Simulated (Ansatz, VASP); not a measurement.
## Two plane-wave programs on Zn

Contents of INCAR:

```
ALGO     = Fast           # electronic algorithm
EDIFF    = 1E-7           # SCF threshold, eV
ENCUT    = 520            # plane-wave cutoff, eV
GGA      = PE             # functional
ISIF     = 2              # what is computed and relaxed
ISMEAR   = 0              # smearing method
LASPH    = T              # aspherical terms in the spheres
LCHARG   = F              # write CHGCAR
LREAL    = F              # projectors in reciprocal space
LWAVE    = F              # write WAVECAR
NBANDS   = 19             # bands
NELM     = 60             # most SCF steps
PREC     = Accurate       # precision mode
SIGMA    = 0.15           # smearing width, eV
```

File KPOINTS:

```
k-points
0
Gamma
  24 24 12
```

The input POSCAR:

```
Zn
1.0
    2.4416487358      0.0000000000      0.0000000000
   -1.2208243679      2.1145298323      0.0000000000
    0.0000000000      0.0000000000      5.8922044479
Zn
2
Direct
    0.3333333333      0.6666666667      0.2500000000
    0.6666666667      0.3333333333      0.7500000000
```

Input for Ansatz:

```yaml
crystal:
  lattice:
    - [2.4416487358, 0.0, 0.0]
    - [-1.2208243679, 2.1145298323, 0.0]
    - [0.0, 0.0, 5.8922044479]
  atoms:
    - { symbol: Zn, position: [0.3333333333, 0.6666666667, 0.25] }
    - { symbol: Zn, position: [0.6666666667, 0.3333333333, 0.75] }
basis:
  ecutwfc: 420
kpoints:
  mp_grid: { grid: [24, 24, 12] }
hamiltonian:
  xc: pbe
scf:
  occupations: { method: gaussian, width: 0.15 }
output:
  forces: true
  stress: true
  eigenvalues: true
```

Alike in both runs: task single point; functional PBE; k mesh 24 × 24 × 12; occupations gaussian, width 0.15 eV; no spin polarisation.

|  | VASP | Ansatz |
| --- | --- | --- |
| version | VASP 6.6.1 | Ansatz 0.2.0 |
| potentials or method | VASP PAW PBE potentials, release 64 (Zn), cutoff 520 eV | scalar-relativistic, plane waves, PAW |
| valence electrons in the cell | 24 | 24 |

```csv
,VASP,Ansatz,Ansatz less VASP
gap on the k mesh at the Fermi level (eV),none,none,-
pressure (GPa),12.6,12.1,-0.51
"traceless stress, the component that is largest in VASP (GPa)",-14.84,-14.41,+0.427
```

A gap of «none» marks a metal or a gap that the smearing closes.
